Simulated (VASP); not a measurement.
# SnTe (P6_3/mmc) in VASP: a series of runs, part 2 of 2

VASP 6.6.1. The steps go on from the part before.

## 4. Relaxation of cell and atoms, PBE

File INCAR:

```
ALGO = Normal
EDIFF = 1E-6
EDIFFG = -0.04
ENCUT = 600
GGA = PE
IBRION = 2
ISIF = 3
ISMEAR = 0
LASPH = True
LCHARG = False
LREAL = False
LWAVE = False
NELM = 100
NSW = 90
PREC = Accurate
SIGMA = 0.1
```

File KPOINTS:

```
k-points
0
Gamma
  6 6 1
```

File POSCAR:

```
SnTe
1.0
    4.1236642900      0.0000000000      0.0000000000
   -2.0618321500      3.5711980400      0.0000000000
    0.0000000000      0.0000000000     17.5426479900
Sn Te
4 4
Direct
    0.3333333300      0.6666666700      0.1770000000
    0.6666666700      0.3333333300      0.6770000000
    0.3333333300      0.6666666700      0.3230000000
    0.6666666700      0.3333333300      0.8230000000
    0.3333333300      0.6666666700      0.6000000200
    0.6666666700      0.3333333300      0.1000000200
    0.3333333300      0.6666666700      0.8999999800
    0.6666666700      0.3333333300      0.3999999800
```

Potentials or basis: VASP PAW PBE potentials, release 64 (Sn_d, Te).

Launch:

```sh
$ cat potpaw_PBE.64/Sn_d/POTCAR potpaw_PBE.64/Te/POTCAR > POTCAR
$ mpirun -np 1 vasp_std > vasp.out
```

OUTCAR:

```text
EDIFF = 1E-6
   EDIFFG = -0.04
   ENCUT = 600
   GGA = PE
   IBRION = 2
   ISIF = 3
   ISMEAR = 0
   LASPH = True
   LREAL = False
   NELM = 100
   NSW = 90
   PREC = Accurate

 ion  position               nearest neighbor table
   1  0.333  0.667  0.177-   3 2.56   6 2.74   6 2.74   6 2.74
   2  0.667  0.333  0.677-   4 2.56   5 2.74   5 2.74   5 2.74
   3  0.333  0.667  0.323-   1 2.56   8 2.74   8 2.74   8 2.74
   4  0.667  0.333  0.823-   2 2.56   7 2.74   7 2.74   7 2.74
   5  0.333  0.667  0.600-   2 2.74   2 2.74   2 2.74
   6  0.667  0.333  0.100-   1 2.74   1 2.74   1 2.74
   7  0.333  0.667  0.900-   4 2.74   4 2.74   4 2.74
   8  0.667  0.333  0.400-   3 2.74   3 2.74   3 2.74

  LATTYP: Found a hexagonal cell.
 ALAT       =     4.1236642900
 C/A-ratio  =     4.2541406759

  Lattice vectors:

 A1 = (   4.1236642900,   0.0000000000,   0.0000000000)
 A2 = (  -2.0618321500,   3.5711980400,   0.0000000000)
 A3 = (   0.0000000000,   0.0000000000,  17.5426479900)

Analysis of symmetry for initial positions (statically):
=====================================================================
 Subroutine PRICEL returns:
 Original cell was already a primitive cell.

 Routine SETGRP: Setting up the symmetry group for a
 hexagonal supercell.

 Subroutine GETGRP returns: Found 24 space group operations
 (whereof 12 operations were pure point group operations)
 out of a pool of 24 trial point group operations.

The static configuration has the point symmetry D_3d.
 The point group associated with its full space group is D_6h.

Analysis of symmetry for dynamics (positions and initial velocities):
=====================================================================
 Subroutine PRICEL returns:
 Original cell was already a primitive cell.

 Routine SETGRP: Setting up the symmetry group for a
 hexagonal supercell.

 Subroutine GETGRP returns: Found 24 space group operations
 (whereof 12 operations were pure point group operations)
 out of a pool of 24 trial point group operations.

The dynamic configuration has the point symmetry D_3d.
 The point group associated with its full space group is D_6h.

 Subroutine INISYM returns: Found 24 space group operations
 (whereof 12 operations are pure point group operations),
 and found     1 'primitive' translations

[... 112 lines left out ...]
   LORBIT       =      0    0 simple, 1 ext, 2 COOP (PROOUT), +10 PAW based schemes
   GGA     = PE    functional components
   LHFCALC =     F    Hartree Fock is set to
   AEXX    =    0.0000 exact exchange contribution
   IVDW    =     0    specifies the selected vdW correction
   LEPSILON=     F    determine dielectric tensor
   LRPA    =     F    only Hartree local field effects (RPA)
 conjugate gradient relaxation of ions
 non-spin polarized calculation
 Gauss-broadening in eV      SIGMA  =   0.10
  energy-cutoff  :      600.00
  volume of cell :      258.34
 maximum number of plane-waves:      8650
 NGX is ok and might be reduce to    36
   NGX = 17   NGY = 17   NGZ = 71

--------------------------------------- Ionic step        1  -------------------------------------------

 number of electron      79.9999990 magnetization

 Free energy of the ion-electron system (eV)
  ---------------------------------------------------
  ext. energy  EPLUGINS =         0.00000000
  ---------------------------------------------------
  free energy    TOTEN  =       -24.56480488 eV

  energy without entropy =      -24.52054747  energy(sigma->0) =      -24.54267617

 E-fermi :   7.0934     XC(G=0):  -9.1606

 val. band max:        7.0715448003   @ k =   0.0000   0.0000   0.0000
 cond. band min:       7.1072423846   @ k =   0.3333   0.3333   0.0000
 fundamental gap:      0.0356975844
 Fermi energy:         7.0933662691

 k-point     1 :       0.0000    0.0000    0.0000
  band No.  band energies     occupation
      1     -15.8432      2.00000
      2     -15.8432      2.00000
      3     -15.5843      2.00000
      4     -15.5843      2.00000
      5     -15.5843      2.00000
      6     -15.5843      2.00000
[... 465 lines left out ...]
  FREE ENERGIE OF THE ION-ELECTRON SYSTEM (eV)
  ---------------------------------------------------
  free  energy   TOTEN  =       -28.2908421118 eV

  energy  without entropy=      -28.2670202674  energy(sigma->0) =      -28.27893119

[... ionic steps 4 to 9 ...]

--------------------------------------- Ionic step       10  -------------------------------------------

 number of electron      80.0000014 magnetization

------------------------ aborting loop because EDIFF is reached ----------------------------------------
[... 79 lines left out ...]
--------------------------------------- Ionic step       12  -------------------------------------------

 number of electron      79.9999985 magnetization

 Free energy of the ion-electron system (eV)
  ---------------------------------------------------
  ext. energy  EPLUGINS =         0.00000000
  ---------------------------------------------------
  free energy    TOTEN  =       -29.25313710 eV

  energy without entropy =      -29.25313710  energy(sigma->0) =      -29.25313710

 E-fermi :   3.2389     XC(G=0):  -7.4847

 val. band max:        2.7793840341   @ k =   0.1667   0.0000   0.0000
 cond. band min:       3.7036655070   @ k =   0.3333   0.0000   0.0000
 fundamental gap:      0.9242814729
 Fermi energy:         3.2389011270

 k-point     1 :       0.0000    0.0000    0.0000
  band No.  band energies     occupation
      1     -18.4053      2.00000
      2     -18.4053      2.00000
      3     -18.4053      2.00000
      4     -18.4053      2.00000
      5     -18.4051      2.00000
      6     -18.4051      2.00000
[... 381 lines left out ...]
  FREE ENERGIE OF THE ION-ELECTRON SYSTEM (eV)
  ---------------------------------------------------
  free  energy   TOTEN  =       -29.2531370985 eV

  energy  without entropy=      -29.2531370985  energy(sigma->0) =      -29.25313710

 reached required accuracy - stopping structural energy minimisation
```

OSZICAR:

```text
N       E                     dE             d eps       ncg     rms          rms(c)
DAV:   1     0.864221158158E+03    0.86422E+03   -0.39347E+04   720   0.218E+03
DAV:   2     0.109728024926E+03   -0.75449E+03   -0.73544E+03   672   0.616E+02
DAV:   3    -0.168154944814E+02   -0.12654E+03   -0.12291E+03   808   0.202E+02
DAV:   4    -0.245105185952E+02   -0.76950E+01   -0.74920E+01   808   0.515E+01
[... 140 lines left out ...]
       N       E                     dE             d eps       ncg     rms          rms(c)
DAV:   1    -0.292531568953E+02   -0.17761E-04   -0.68103E-04   824   0.208E-01    0.289E-02
DAV:   2    -0.292531397969E+02    0.17098E-04   -0.54684E-05   792   0.630E-02    0.120E-02
DAV:   3    -0.292531366401E+02    0.31568E-05   -0.11433E-05   736   0.242E-02    0.426E-03
DAV:   4    -0.292531370985E+02   -0.45839E-06   -0.81585E-07   344   0.691E-03
  12 F= -.29253137E+02 E0= -.29253137E+02  d E =-.674219E-02
```

CONTCAR:

```text
SnTe
   1.00000000000000
     4.2110192757783365   -0.0000000000053704   -0.0000000000000000
    -2.1055096429997384    3.6468496770224834   -0.0000000000000000
     0.0000000000000000   -0.0000000000000000   24.0235182580225839
  Sn              Te
     4     4
Direct
     0.3333333300000021    0.6666666699999979    0.1634963827038298
     0.6666666699999979    0.3333333300000021    0.6634963827038296
     0.3333333300000021    0.6666666699999979    0.3365036172961702
     0.6666666699999979    0.3333333300000021    0.8365036172961704
     0.3333333300000021    0.6666666699999979    0.5937187625617416
     0.6666666699999979    0.3333333300000021    0.0937187625617416
     0.3333333300000021    0.6666666699999979    0.9062812374382584
     0.6666666699999979    0.3333333300000021    0.4062812374382583

  0.00000000E+00  0.00000000E+00  0.00000000E+00
  0.00000000E+00  0.00000000E+00  0.00000000E+00
  0.00000000E+00  0.00000000E+00  0.00000000E+00
  0.00000000E+00  0.00000000E+00  0.00000000E+00
  0.00000000E+00  0.00000000E+00  0.00000000E+00
  0.00000000E+00  0.00000000E+00  0.00000000E+00
  0.00000000E+00  0.00000000E+00  0.00000000E+00
  0.00000000E+00  0.00000000E+00  0.00000000E+00
```

It took 12 min on 1 thread of Intel Xeon 6975P-C (Granite Rapids), shared host; peak memory 0.51 GiB.

What came out:

| Property | Result |
| --- | --- |
| Free energy | -29.2531 eV |
| Relaxed volume | 46.12 Å³/atom |
| Relaxed cell | a = 4.211 Å, b = 4.211 Å, c = 24.024 Å, α = 90.00°, β = 90.00°, γ = 120.00° |
| Space group after relaxing (to 0.1 Å) | P6_3/mmc (No. 194) |
| Energy gained by relaxing | 586.0 meV/atom |
| Ionic steps | 12 |
| Pressure after relaxing | 0.0 GPa |
| Largest force after relaxing | 0.038 eV/Å |
| Band gap on the k mesh | 0.92 eV (least direct gap 1.13 eV) |

Forces in eV/Å, atoms in the order of the input:
```
Sn   0.000  0.000 -0.038
Sn   0.000  0.000 -0.038
Sn   0.000  0.000  0.038
Sn   0.000  0.000  0.038
Te   0.000  0.000 -0.010
Te   0.000  0.000 -0.010
Te   0.000  0.000  0.010
Te   0.000  0.000  0.010
```

Step by step:
| step | energy change (eV) | largest force (eV/Å) | pressure (GPa) | volume (Å³) |
| --- | --- | --- | --- | --- |
| 1 | 0.0000 | 2.1693 | 13.03 | 258.34 |
| 2 | -3.6413 | 1.5048 | -1.67 | 369.21 |
| 3 | -3.7260 | 1.4314 | -0.48 | 351.32 |
| 4 | -4.2073 | 0.6151 | -0.17 | 354.08 |
| 5 | -4.4419 | 0.5521 | 0.92 | 357.47 |
| 6 | -4.5913 | 0.0526 | -0.60 | 376.36 |
| 7 | -4.5926 | 0.1031 | -0.74 | 378.31 |
| 8 | -4.6695 | 0.1507 | -0.47 | 374.34 |
| 9 | -4.6816 | 0.1849 | -0.32 | 372.15 |
| 10 | -4.6780 | 0.1936 | 0.50 | 365.17 |
| 11 | -4.6883 | 0.0423 | 0.03 | 368.99 |
| 12 | -4.6883 | 0.0385 | 0.04 | 368.93 |

Final structure:
```
CELL_PARAMETERS angstrom
4.21102 0.00000 0.00000
-2.10551 3.64685 0.00000
0.00000 0.00000 24.02352
ATOMIC_POSITIONS crystal
Sn 0.33333 0.66667 0.16350
Sn 0.66667 0.33333 0.66350
Sn 0.33333 0.66667 0.33650
Sn 0.66667 0.33333 0.83650
Te 0.33333 0.66667 0.59372
Te 0.66667 0.33333 0.09372
Te 0.33333 0.66667 0.90628
Te 0.66667 0.33333 0.40628
```

Caveat: the volume moved by over 15 % at a fixed basis, so the end points are rough; spin-orbit coupling is left out, which moves the levels of the heavy elements; this functional lacks dispersion, which binds layers or chains, so the pressure and a relaxed spacing across them are unreliable.

## 5. Single point, PBE

This run uses another cell than the first one, of 45.68 Å³/atom.

File INCAR:

```
SYSTEM = SnTe
PREC = Accurate
ENCUT = 520
EDIFF = 1E-6
ISMEAR = 0
SIGMA = 0.02
LREAL = .FALSE.
LASPH = .TRUE.
NELM = 100
ALGO = Normal
ISIF = 2
LWAVE = .FALSE.
LCHARG = .TRUE.
GGA = PE
LELF = .TRUE.
LVHAR = .TRUE.
NBANDS = 50
```

File KPOINTS:

```
Automatic mesh
0
G
  6 6 2
  0 0 0
```

File POSCAR:

```
SnTe
1.0
    4.2045710081      0.0000000000      0.0000000000
   -2.1022855041      3.6412653050      0.0000000000
    0.0000000000      0.0000000000     23.8706462979
Sn Te
4 4
Direct
    0.3333333333      0.6666666667      0.1547365730
    0.6666666667      0.3333333333      0.6547365730
    0.3333333333      0.6666666667      0.3452634270
    0.6666666667      0.3333333333      0.8452634270
    0.3333333333      0.6666666667      0.5845045258
    0.6666666667      0.3333333333      0.0845045258
    0.3333333333      0.6666666667      0.9154954742
    0.6666666667      0.3333333333      0.4154954742
```

Launch:

```sh
$ cat potpaw_PBE.64/Sn_d/POTCAR potpaw_PBE.64/Te/POTCAR > POTCAR
$ mpirun -np 1 vasp_std > vasp.out
```

Run time: 2.6 min. Hardware: 1 thread of Intel Xeon 6975P-C (Granite Rapids), shared host; peak memory 0.52 GiB.

The run converged. Its results:

```
Free energy            : -29.2909 eV
Pressure               : 0.0 GPa
Largest force          : 0.029 eV/Å
Band gap on the k mesh : 0.91 eV (least direct gap 1.10 eV)
```

Forces on the atoms (eV/Å):
```
Sn   0.000  0.000  0.029
Sn   0.000  0.000  0.029
Sn   0.000  0.000 -0.029
Sn   0.000  0.000 -0.029
Te   0.000  0.000 -0.028
Te   0.000  0.000 -0.028
Te   0.000  0.000  0.028
Te   0.000  0.000  0.028
```

Levels at points of the mesh, in eV from the valence-band top:
```csv
k point,band 38,band 39,band 40,band 41,band 42,band 43
"(0.00, 0.00, 0.00)",-0.62,-0.62,0.00,1.10,1.42,1.86
"(0.50, 0.00, 0.00)",-1.55,-1.53,-1.20,1.19,1.41,1.49
"(0.00, 0.00, 0.50)",-0.62,-0.31,-0.31,1.28,1.28,1.89
"(0.50, 0.00, 0.50)",-1.73,-1.31,-1.31,1.27,1.27,1.65
```

Caveat: spin-orbit coupling is left out, which moves the levels of the heavy elements. A k mesh can miss the band edges.

## 6. The runs side by side

| task | cell | k mesh | cutoff (eV) | smearing | gap on the mesh (eV) | pressure (GPa) | largest force (eV/Å) |
| --- | --- | --- | --- | --- | --- | --- | --- |
| single point | a = 4.124, b = 4.124, c = 17.543 Å, angles 90.0, 90.0, 120.0°, 8 atoms, atomic positions A | 6 × 6 × 1 | 520 | gaussian 0.1 eV | none | 13.0 | 2.17 |
| single point | a = 4.212, b = 4.212, c = 23.585 Å, angles 90.0, 90.0, 120.0°, 8 atoms, atomic positions B | 6 × 6 × 1 | 520 | gaussian 0.1 eV | 0.82 | 0.0 | 0.05 |
| relaxation of cell and atoms | relaxed from a = 4.124, b = 4.124, c = 17.543 Å, angles 90.0, 90.0, 120.0°, 8 atoms, atomic positions A | 6 × 6 × 1 | 600 | gaussian 0.1 eV | 0.92 | 0.0 | 0.04 |
| single point | a = 4.205, b = 4.205, c = 23.871 Å, angles 90.0, 90.0, 120.0°, 8 atoms, atomic positions C | 6 × 6 × 2 | 520 | gaussian 0.02 eV | 0.91 | 0.0 | 0.03 |

Alike in all rows: level PBE; potentials or basis VASP PAW PBE potentials, release 64 (Sn_d, Te); no spin polarisation.

Caveats: spin-orbit coupling is left out, which moves the levels of the heavy elements; this functional lacks dispersion, which binds layers or chains, so the pressure and a relaxed spacing across them are unreliable (at least some runs); the stress differs along the axes, from 11 to 16 GPa (at least some runs); semilocal functionals underestimate gaps, and a narrow one can read as zero (at least some runs); forces of over 1 eV/Å act on the atoms, so gaps and moduli don't describe the material at rest (at least some runs); the volume moved by over 15 % at a fixed basis, so the end points are rough (at least some runs).

Absolute energies hang on the potentials; compare differences alone.

The gap in the log of VASP goes by the Fermi energy; the results here count the filled bands.